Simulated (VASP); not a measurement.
Be2S5:

```xyz
7
Lattice="2.5450 -2.5450 0.0000 2.5450 2.5450 0.0000 0.0000 0.0000 9.7000" Properties=species:S:1:pos:R:3 pbc="T T T"
Be    1.2725   -1.2725    1.0767
Be    1.2725    1.2725    8.6233
S     2.5450    0.0000    7.5369
S     2.0462    0.8907    5.7521
S     2.5450    0.0000    2.1631
S     3.0438    0.8907    3.9479
S     0.0000    0.0000    0.0000
```

```yaml
Program: VASP 6.6.1
Task: relaxation of cell and atoms
Functional: PBE
Potentials_or_basis: VASP PAW PBE potentials, release 64 (Be, S)
Cutoff: 600 eV
k_mesh: 5 × 5 × 2
Occupations: gaussian, width 0.2 eV
Spin: no spin polarisation
```

At the start: pressure 3.8 GPa; volume 17.95 Å³/atom.

Problem. How do energy, volume and symmetry change on relaxing?

Solution. Over 23 steps the energy falls by 147.6 meV/atom and the volume is 17.33 Å³/atom (-3.4 %); space group C2 (No. 5, to 0.1 Å) before and after.

The path:
```csv
step,energy change (eV),largest force (eV/Å),pressure (GPa),volume (Å³)
1,0.0000,2.3296,3.79,125.65
2,-0.3888,0.5754,-0.53,133.52
3,-0.3900,0.5456,-0.40,133.04
4,-0.4468,0.4737,-0.26,132.72
5,-0.5217,1.2438,0.39,131.68
6,-0.5461,0.9844,0.04,131.67
7,-0.5895,0.5664,-0.89,131.60
8,-0.5555,0.9384,-2.36,131.37
9,-0.5945,0.5713,-1.37,131.55
10,-0.6251,0.5597,-1.30,130.79
11,-0.7055,0.5379,-1.09,128.53
12,-0.7912,0.6102,-0.64,124.03
13,-0.8668,0.5106,0.74,122.21
14,-0.8710,0.7980,1.19,121.69
15,-0.9334,0.5082,0.40,121.98
16,-0.9641,0.3418,-0.64,122.37
17,-0.9958,0.2686,-0.28,121.34
18,-1.0065,0.3933,0.13,120.31
19,-1.0203,0.1960,0.70,120.04
20,-1.0204,0.1926,0.74,120.02
21,-1.0294,0.1282,-0.20,121.38
22,-1.0294,0.1295,-0.21,121.40
23,-1.0331,0.0678,-0.08,121.32
```

Final structure:
```
CELL_PARAMETERS angstrom
2.66137 -2.41232 -0.10578
2.66137 2.41232 -0.10578
-0.44591 0.00000 9.46651
ATOMIC_POSITIONS crystal
Be 0.50757 0.00510 0.12641
Be 0.99490 0.49243 0.87359
S 0.48160 0.37095 0.75587
S 0.15283 0.60604 0.57225
S 0.62905 0.51840 0.24413
S 0.39396 0.84717 0.42775
S 0.99009 0.00991 0.00000
```

Caveat: the relaxation stopped at a loose force limit of 0.08 eV/Å, so its end isn't a converged minimum.
